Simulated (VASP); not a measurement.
# ZrS2 (P-3m1) in VASP: single point with r2SCAN

Aim: the single point of ZrS2 with r2SCAN.

Program: VASP 6.6.1. These are calculated values, not measurements. Logs are shortened: lines on timing, memory, paths and dates and some standing lists are left out, and cuts for length are marked.

### Step 1. The cell of the first run

The structure is trigonal, space group P-3m1 (No. 164). The conventional cell has a = 3.748 Å, b = 3.748 Å, c = 5.974 Å, α = 90.00°, β = 90.00°, γ = 120.00°. Zr (site symmetry -3m) has 6 S at 2.58 Å within 3.4 Å. S (site symmetry 3m) has 3 Zr at 2.58 Å within 3.4 Å.

### Step 2. Single point, r2SCAN, non-collinear spin, zero start, spin-orbit coupling (strain +2.0%)

The input, POSCAR:

```
ZrS2
1.0
    3.7478870667      0.0000000000      0.0000000000
   -1.8739435333      3.2457654103      0.0000000000
    0.0000000000      0.0000000000      5.9739933996
Zr S
1 2
Direct
    0.0000000000      0.0000000000      0.0000000000
    0.3333333333      0.6666666667      0.2363139764
    0.6666666667      0.3333333333      0.7636860236
```

The input, INCAR.step1:

```
SYSTEM = ZrS2
PREC = Accurate
ENCUT = 550
ISMEAR = -1
SIGMA = 0.02
LREAL = .FALSE.
LASPH = .TRUE.
NELM = 200
LNONCOLLINEAR = .TRUE.
MAGMOM = 0 0 0 0 0 0 0 0 0
LSORBIT = .TRUE.
GGA_COMPAT = .FALSE.
LMAXMIX = 4
NBANDS = 37
GGA = PE
ALGO = Normal
EDIFF = 1E-5
LWAVE = .TRUE.
LCHARG = .FALSE.
```

The input, INCAR.step2:

```
SYSTEM = ZrS2
PREC = Accurate
ENCUT = 550
EDIFF = 1E-6
ISMEAR = -1
SIGMA = 0.02
LREAL = .FALSE.
LASPH = .TRUE.
NELM = 200
ALGO = Normal
ISIF = 2
LWAVE = .FALSE.
LCHARG = .FALSE.
LNONCOLLINEAR = .TRUE.
MAGMOM = 0 0 0 0 0 0 0 0 0
LORBIT = 11
LSORBIT = .TRUE.
GGA_COMPAT = .FALSE.
LORBMOM = .TRUE.
LMAXMIX = 4
METAGGA = R2SCAN
LMIXTAU = .TRUE.
NBANDS = 37
ISTART = 1
```

The input, KPOINTS:

```
regular mesh
0
G
  12 12 4
  0 0 0
```

Potentials or basis: VASP PAW PBE potentials, release 64 (Zr_sv, S).

On the command line:

```console
$ cat potpaw_PBE.64/Zr_sv/POTCAR potpaw_PBE.64/S/POTCAR > POTCAR
$ cp INCAR.step1 INCAR
$ mpirun -np 1 vasp_ncl > vasp.out
$ cp INCAR.step2 INCAR
$ mpirun -np 1 vasp_ncl > vasp.out
```

OUTCAR:

```text
SYSTEM = ZrS2
   PREC = Accurate
   ENCUT = 550
   EDIFF = 1E-6
   ISMEAR = -1
   LREAL = .FALSE.
   LASPH = .TRUE.
   NELM = 200
   ISIF = 2
   LNONCOLLINEAR = .TRUE.
   LORBIT = 11
   LSORBIT = .TRUE.
   METAGGA = R2SCAN
   ISTART = 1

 ion  position               nearest neighbor table
   1  0.000  0.000  0.000-   2 2.58   3 2.58   2 2.58   3 2.58   3 2.58   2 2.58
   2  0.333  0.667  0.236-   1 2.58   1 2.58   1 2.58
   3  0.667  0.333  0.764-   1 2.58   1 2.58   1 2.58

  LATTYP: Found a hexagonal cell.
 ALAT       =     3.7478870667
 C/A-ratio  =     1.5939630232

  Lattice vectors:

 A1 = (   3.7478870667,   0.0000000000,   0.0000000000)
 A2 = (  -1.8739435333,   3.2457654103,   0.0000000000)
 A3 = (   0.0000000000,   0.0000000000,   5.9739933996)

Analysis of symmetry for initial positions (statically):
=====================================================================
 Subroutine PRICEL returns:
 Original cell was already a primitive cell.

 Routine SETGRP: Setting up the symmetry group for a
 hexagonal supercell.

 Subroutine GETGRP returns: Found 12 space group operations
 (whereof 12 operations were pure point group operations)
 out of a pool of 24 trial point group operations.

The static configuration has the point symmetry D_3d.

Analysis of symmetry for dynamics (positions and initial velocities):
=====================================================================
 Subroutine PRICEL returns:
 Original cell was already a primitive cell.

 Routine SETGRP: Setting up the symmetry group for a
 hexagonal supercell.

 Subroutine GETGRP returns: Found 12 space group operations
 (whereof 12 operations were pure point group operations)
 out of a pool of 24 trial point group operations.

The dynamic configuration has the point symmetry D_3d.

Analysis of structural, dynamic, and magnetic symmetry:
=====================================================================
 Subroutine PRICEL returns:
 Original cell was already a primitive cell.

 Routine SETGRP: Setting up the symmetry group for a
 hexagonal supercell.

 Subroutine GETGRP returns: Found 12 space group operations
 (whereof 12 operations were pure point group operations)
 out of a pool of 24 trial point group operations.

The overall configuration has the point symmetry D_3d.

 Subroutine INISYM returns: Found 12 space group operations
 (whereof 12 operations are pure point group operations),
 and found     1 'primitive' translations

----------------------------------------------------------------------------------------

                                     Primitive cell

  volume of cell :      72.6722

  direct lattice vectors                    reciprocal lattice vectors
     3.747887067  0.000000000  0.000000000     0.266817004  0.154046869  0.000000000
    -1.873943533  3.245765410  0.000000000     0.000000000  0.308093739  0.000000000
     0.000000000  0.000000000  5.973993400     0.000000000  0.000000000  0.167392217

  length of vectors
     3.747887067  3.747887067  5.973993400     0.308093739  0.308093739  0.167392217

  position of ions in fractional coordinates (direct lattice)
     0.000000000  0.000000000  0.000000000
     0.333333333  0.666666667  0.236313976
     0.666666667  0.333333333  0.763686024

  ion indices of the primitive-cell ions
   primitive index   ion index
                 1           1
                 2           2
                 3           3

----------------------------------------------------------------------------------------

 KPOINTS: regular mesh

Automatic generation of k-mesh.
 Grid dimensions read from file:
 generate k-points for:   12   12    4

 Generating k-lattice:

  Cartesian coordinates                     Fractional coordinates (reciprocal lattice)
     0.022234750  0.012837239  0.000000000     0.083333333 -0.000000000  0.000000000
     0.000000000  0.025674478  0.000000000     0.000000000  0.083333333  0.000000000
     0.000000000  0.000000000  0.041848054     0.000000000  0.000000000  0.250000000

  Length of vectors
     0.025674478  0.025674478  0.041848054

  Shift w.r.t. Gamma in fractional coordinates (k-lattice)
     0.000000000  0.000000000  0.000000000

 Subroutine IBZKPT returns following result:
 ===========================================

 Found     69 irreducible k-points:

 Following reciprocal coordinates:
            Coordinates               Weight
  0.000000  0.000000  0.000000      1.000000
  0.083333  0.000000  0.000000      6.000000
  0.166667  0.000000  0.000000      6.000000
  0.250000  0.000000  0.000000      6.000000
  0.333333  0.000000  0.000000      6.000000
  0.416667  0.000000  0.000000      6.000000
[... 16 lines left out ...]
  0.166667  0.000000  0.250000      6.000000
[... 35 lines left out ...]
   ISMEAR =    -1;   SIGMA  =   0.02  broadening in eV -4-tet -1-fermi 0-gaus
   EFERMI_NEDOS =   21; number of points for ismear=-14 and -15
   IALGO  =     38    algorithm
   IMIX   =      4    mixing-type and parameters
     AMIX     =   0.40;   BMIX     =  1.00
     AMIX_MAG =   1.60;   BMIX_MAG =  1.00
  volume/ion in A,a.u.               =      24.22       163.47
  Fermi-wavevector in a.u.,A,eV,Ry     =   1.131590  2.138395 17.422207  1.280496
  Thomas-Fermi vector in A             =   2.268289
   LORBIT       =     11    0 simple, 1 ext, 2 COOP (PROOUT), +10 PAW based schemes
   METAGGA = R2SCAN    functional components
   LHFCALC =     F    Hartree Fock is set to
   AEXX    =    0.0000 exact exchange contribution
   IVDW    =     0    specifies the selected vdW correction
   LEPSILON=     F    determine dielectric tensor
   LRPA    =     F    only Hartree local field effects (RPA)
  energy-cutoff  :      550.00
  volume of cell :       72.67
 maximum number of plane-waves:      4296
 NGX is ok and might be reduce to    30
   NGX = 15   NGY = 15   NGZ = 23

 number of electron      24.0000000 magnetization       0.0000000     -0.0000000     -0.0000000

 number of electron      24.0000000 magnetization      -0.0000000     -0.0000000     -0.0000000

 number of electron      24.0000000 magnetization       0.0000000      0.0000000     -0.0000000

 Free energy of the ion-electron system (eV)
  ---------------------------------------------------
  ext. energy  EPLUGINS =         0.00000000
  ---------------------------------------------------
  free energy    TOTEN  =       -44.21169242 eV

  energy without entropy =      -44.21169242  energy(sigma->0) =      -44.21169242

 E-fermi :   4.3021     XC(G=0):  -9.7592

 val. band max:        3.7970722199   @ k =   0.0833   0.0000   0.0000
 cond. band min:       5.1832689443   @ k =   0.5000   0.0000   0.5000
 fundamental gap:      1.3861967244
 Fermi energy:         4.3020529462

 k-point     1 :       0.0000    0.0000    0.0000
  band No.  band energies     occupation
      1     -47.0175      1.00000
      2     -47.0175      1.00000
      3     -25.4283      1.00000
      4     -25.4283      1.00000
      5     -23.7419      1.00000
      6     -23.7419      1.00000
[... 925 lines left out ...]
     35      11.3535      0.00000
     36      11.3535      0.00000

 [... further k-points ...]

 [bands above 36 left out]

------------------------ aborting loop because EDIFF is reached ----------------------------------------

  FORCE on cell =-STRESS in cart. coord.  units (eV):
  Direction    XX          YY          ZZ          XY          YZ          ZX
  --------------------------------------------------------------------------------------
  -------------------------------------------------------------------------------------
  Total       -1.1133673     -1.1133673      0.0262548     -0.0000000      0.0000000     -0.0000000
  in kB      -24.5459969    -24.5459969      0.5788288     -0.0000000      0.0000000     -0.0000000
  external PRESSURE =     -16.1710550 kB  Pullay stress =       0.0000000 kB

 VOLUME and BASIS-vectors are now :
 -----------------------------------------------------------------------------
  energy-cutoff  :      550.00
  volume of cell :       72.67
      direct lattice vectors                 reciprocal lattice vectors
     3.747887067  0.000000000  0.000000000     0.266817004  0.154046869  0.000000000
    -1.873943533  3.245765410  0.000000000     0.000000000  0.308093739  0.000000000
     0.000000000  0.000000000  5.973993400     0.000000000  0.000000000  0.167392217

 POSITION                                       TOTAL-FORCE (eV/Angst)
 -----------------------------------------------------------------------------------
      0.00000      0.00000      0.00000        -0.000000      0.000000      0.000000
     -0.00000      2.16384      1.41174         0.000000      0.000000     -0.031193
      1.87394      1.08192      4.56226        -0.000000      0.000000      0.031193
 -----------------------------------------------------------------------------------
    total drift:                               -0.000000     -0.000000      0.000000

  FREE ENERGIE OF THE ION-ELECTRON SYSTEM (eV)
  ---------------------------------------------------
  free  energy   TOTEN  =       -44.2116924182 eV

  energy  without entropy=      -44.2116924182  energy(sigma->0) =      -44.21169242

 orbital moment (x)

 # of ion     p       d       tot
 ----------------------------------------
  1        -0.000   0.000   0.000
  2        -0.000   0.000  -0.000
  3        -0.000   0.000  -0.000
 ----------------------------------------
           -0.000   0.000  -0.000

 orbital moment (y)

 # of ion     p       d       tot
 ----------------------------------------
  1        -0.000   0.000   0.000
  2         0.000   0.000   0.000
  3         0.000   0.000   0.000
 ----------------------------------------
            0.000   0.000   0.000

 orbital moment (z)

 # of ion     p       d       tot
 ----------------------------------------
  1        -0.000   0.000   0.000
  2         0.000   0.000   0.000
  3         0.000   0.000   0.000
 ----------------------------------------
           -0.000   0.000   0.000

 Spin-Orbit-Coupling matrix elements

 Ion:    1  E_soc:     -0.1307750
 l=   1
     0.0000000    -0.0212444    -0.0212649
    -0.0212444     0.0000000    -0.0212444
    -0.0212649    -0.0212444     0.0000000
 l=   2
     0.0000000    -0.0001263     0.0000000    -0.0001263    -0.0003946
    -0.0001263     0.0000000    -0.0002866    -0.0001606    -0.0001263
     0.0000000    -0.0002866     0.0000000    -0.0002866     0.0000000
    -0.0001263    -0.0001606    -0.0002866     0.0000000    -0.0001263
    -0.0003946    -0.0001263     0.0000000    -0.0001263     0.0000000
 l=   3
     0.0000000     0.0000000     0.0000000     0.0000000     0.0000000     0.0000000     0.0000000
     0.0000000     0.0000000     0.0000000     0.0000000     0.0000000     0.0000000     0.0000000
     0.0000000     0.0000000     0.0000000     0.0000000     0.0000000     0.0000000     0.0000000
     0.0000000     0.0000000     0.0000000     0.0000000     0.0000000     0.0000000     0.0000000
[... 29 lines left out ...]
 l=   2
     0.0000000     0.0000000     0.0000000     0.0000000     0.0000000
     0.0000000     0.0000000     0.0000000     0.0000000     0.0000000
     0.0000000     0.0000000     0.0000000     0.0000000     0.0000000
     0.0000000     0.0000000     0.0000000     0.0000000     0.0000000
     0.0000000     0.0000000     0.0000000     0.0000000     0.0000000
 l=   3
     0.0000000     0.0000000     0.0000000     0.0000000     0.0000000     0.0000000     0.0000000
     0.0000000     0.0000000     0.0000000     0.0000000     0.0000000     0.0000000     0.0000000
     0.0000000     0.0000000     0.0000000     0.0000000     0.0000000     0.0000000     0.0000000
     0.0000000     0.0000000     0.0000000     0.0000000     0.0000000     0.0000000     0.0000000
     0.0000000     0.0000000     0.0000000     0.0000000     0.0000000     0.0000000     0.0000000
     0.0000000     0.0000000     0.0000000     0.0000000     0.0000000     0.0000000     0.0000000
     0.0000000     0.0000000     0.0000000     0.0000000     0.0000000     0.0000000     0.0000000

 total charge

# of ion       s       p       d       tot
------------------------------------------
    1        2.162   6.019   1.344   9.525
    2        1.331   2.442   0.000   3.774
    3        1.331   2.442   0.000   3.774
--------------------------------------------------
tot          4.825  10.904   1.344  17.073

 magnetization (x)

# of ion       s       p       d       tot
------------------------------------------
    1        0.000  -0.000   0.000   0.000
    2        0.000   0.000   0.000   0.000
    3        0.000   0.000   0.000   0.000
--------------------------------------------------
tot          0.000   0.000   0.000   0.000

 magnetization (y)

# of ion       s       p       d       tot
------------------------------------------
    1        0.000   0.000   0.000   0.000
    2        0.000   0.000   0.000   0.000
    3        0.000   0.000   0.000   0.000
--------------------------------------------------
tot          0.000   0.000   0.000   0.000

 magnetization (z)

# of ion       s       p       d       tot
------------------------------------------
    1       -0.000   0.000   0.000  -0.000
    2        0.000   0.000   0.000   0.000
    3        0.000   0.000   0.000   0.000
--------------------------------------------------
tot         -0.000   0.000   0.000  -0.000
```

Run time: 36 min. Hardware: 1 thread of Intel Xeon Platinum 8259CL at 2.50GHz (Skylake/Cascade Lake), shared host; peak memory 0.62 GiB.

Results:

| Item | Value |
| --- | --- |
| Free energy | -44.2117 eV |
| Pressure | -1.6 GPa |
| Largest force | 0.031 eV/Å |
| Net moment | 0.00 μB per cell |
| Valence electrons inside the program's atomic spheres | Zr 9.53; S 3.77 |

Forces on the atoms (eV/Å):
```
Zr   0.000  0.000  0.000
S    0.000  0.000 -0.031
S    0.000  0.000  0.031
```

Stress tensor (GPa, compression positive):
```
-2.45  0.00  0.00
 0.00 -2.45  0.00
 0.00  0.00  0.06
```

Moments on the atoms (μB; x, y, z):
```
Zr  0.00 0.00 0.00
S   0.00 0.00 0.00
S   0.00 0.00 0.00
```

Caveat: the cell differs from its parent crystal (strain +2.0%); the PAW data sets were made with another functional, which shifts forces and pressure a little.
